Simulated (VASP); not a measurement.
Write the native input for VASP 6.6.1 that does the following.

```
Task                   : electric field gradients
Functional             : PBE
Potentials or basis    : VASP PAW PBE potentials, release 64 (Pb_d, F)
Cutoff                 : 520 eV
k mesh                 : 7 × 7 × 7
Occupations            : fermi-dirac, width 0.03 eV
Spin                   : no spin polarisation
Dipole correction      : no
Further INCAR settings : ALGO = Normal; EDIFF = 1e-08; NBANDS = 21
```

The structure of PbF2 lies in POSCAR:

```
PbF2
1.0
    0.0000000000      2.9579484323      2.9579484323
    2.9579484323      0.0000000000      2.9579484323
    2.9579484323      2.9579484323      0.0000000000
Pb F
1 2
Direct
    0.0000000000      0.0000000000      0.0000000000
    0.7500000000      0.7500000000      0.7500000000
    0.2500000000      0.2500000000      0.2500000000
```

One way to write it, as run:

INCAR

```
SYSTEM = PbF2
PREC = Accurate ; ENCUT = 520
EDIFF = 1E-8 ; ISMEAR = -1
SIGMA = 0.03 ; LREAL = .False.
LASPH = .True. ; NELM = 80
ALGO = Normal ; ISIF = 2
LWAVE = .False. ; LCHARG = .False.
GGA = PE ; LEFG = .True.
NBANDS = 21
```

KPOINTS

```
Automatic mesh
0
Gamma
  7 7 7
  0 0 0
```

Potentials or basis: VASP PAW PBE potentials, release 64 (Pb_d, F).

Launch:

```console
$ cat potpaw_PBE.64/Pb_d/POTCAR potpaw_PBE.64/F/POTCAR > POTCAR
$ mpirun -np 1 vasp_std > vasp.out
```

Results of the run:

```json
{
  "Pressure": "2.9 GPa",
  "Band gap on the k mesh": "4.46 eV (least direct gap 4.67 eV)",
  "Largest electric field gradient by atom": "zero within the noise of the run"
}
```

Caveat: spin-orbit coupling is left out, which moves the levels of the heavy elements; an odd mesh through Γ misses points on the zone boundary, where band edges can lie.

It took 31 s on 1 thread of Intel Xeon 8259CL, on a shared host, peak memory 0.18 GiB.
